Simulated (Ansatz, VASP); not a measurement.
# One calculation of C, two programs

Contents of INCAR:

```
ALGO     = Normal         # electronic algorithm
EDIFF    = 1E-7           # SCF threshold, eV
ENCUT    = 520            # plane-wave cutoff, eV
GGA      = PS             # functional
ISIF     = 2              # what is computed and relaxed
ISMEAR   = -1             # smearing method
LASPH    = True           # aspherical terms in the spheres
LCHARG   = True           # write CHGCAR
LELF     = True           # ELF
LREAL    = False          # projectors in reciprocal space
LVHAR    = True         
LWAVE    = False          # write WAVECAR
NBANDS   = 11             # bands
NELM     = 100            # most SCF steps
PREC     = Accurate       # precision mode
SIGMA    = 0.05           # smearing width, eV
```

Contents of KPOINTS:

```
k-points
0
Gamma
  18 18 18
```

POSCAR

```
C
1.0
    0.0000000000      2.1198862345      3.3368025920
    1.2238929459      0.0000000000      3.3368025920
    1.2238929459      2.1198862345      0.0000000000
C
2
Direct
    0.1666700000      0.8333300000      0.1666700000
    0.8333300000      0.1666700000      0.8333300000
```

Input for Ansatz:

```yaml
crystal:
  lattice:
    - [0.0, 2.1198862345, 3.336802592]
    - [1.2238929459, 0.0, 3.336802592]
    - [1.2238929459, 2.1198862345, 0.0]
  atoms:
    - { symbol: C, position: [0.16667, 0.83333, 0.16667] }
    - { symbol: C, position: [0.83333, 0.16667, 0.83333] }
kpoints:
  mp_grid: { grid: [18, 18, 18] }
  band_path:
    path:
      - [0.0, 0.0, 0.0]
      - [0.5, 0.0, 0.5]
      - [1.0, 0.5, 0.5]
      - [0.5, 0.5, 0.0]
      - [0.0, 0.0, 0.0]
      - [0.0, 0.3669630913, 0.3669630913]
      - [1.0, 0.6330369087, 0.6330369087]
      - [1.0, 0.5, 0.5]
      - [0.5, 0.0, 0.5]
    npoints: 5
scf:
  occupations: { method: fermi_dirac, width: 0.05 }
hamiltonian:
  xc: pbesol
  pseudopotentials: { kind: all_electron, lapw: { basis_error: 0.00025 } }
output:
  forces: true
  stress: true
  eigenvalues: true
```

Change from the starting cell: volume scaled by 0.99.

Alike in both runs: task single point; functional PBEsol; k mesh 18 × 18 × 18; occupations fermi-dirac, width 0.05 eV; no spin polarisation.

```csv
,VASP,Ansatz
version,VASP 6.6.1,Ansatz 0.2.0
potentials or method,"VASP PAW PBE potentials, release 64 (C), cutoff 520 eV","all-electron LAPW, scalar-relativistic"
```

Ansatz gave:

```
pressure (GPa)                                                : 4.3
traceless stress, the component that is largest in VASP (GPa) : -2.43
```

Question: Estimate VASP's values.

Answer: Pressure (GPa): 5.1; traceless stress, the component that is largest in VASP (GPa): -3.26.

VASP's potentials were made for PBE, not for PBEsol. Ansatz ran all-electron here, and VASP with PAW potentials.
